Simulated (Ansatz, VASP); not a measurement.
## ScAl3 in VASP and in Ansatz

```
CELL_PARAMETERS angstrom
4.04889 0.00000 0.00000
0.00000 4.04889 0.00000
0.00000 0.00000 4.04889
ATOMIC_POSITIONS crystal
Sc 0.00000 0.00000 0.00000
Al 0.50000 0.00000 0.50000
Al 0.00000 0.50000 0.50000
Al 0.50000 0.50000 0.00000
```

Alike in both runs: functional PBE; dispersion D3(BJ); k mesh 10 × 10 × 10; occupations gaussian, width 0.1 eV; no spin polarisation.

Ansatz relaxed the structure, and its values are those at the end. VASP's run is a single point on that final structure, the one shown.

|  | VASP | Ansatz |
| --- | --- | --- |
| version | VASP 6.6.1 | Ansatz 0.2.0 |
| potentials or method | VASP PAW PBE potentials, release 64 (Sc_sv, Al), cutoff 520 eV | scalar-relativistic, plane waves, PAW |
| valence electrons in the cell | 20 | 20 |

|  | VASP | Ansatz | Ansatz less VASP |
| --- | --- | --- | --- |
| gap on the k mesh at the Fermi level (eV) | none | none | - |
| pressure (GPa) | 0.0 | 0.0 | -0.05 |

A gap of «none» marks a metal or a gap that the smearing closes.
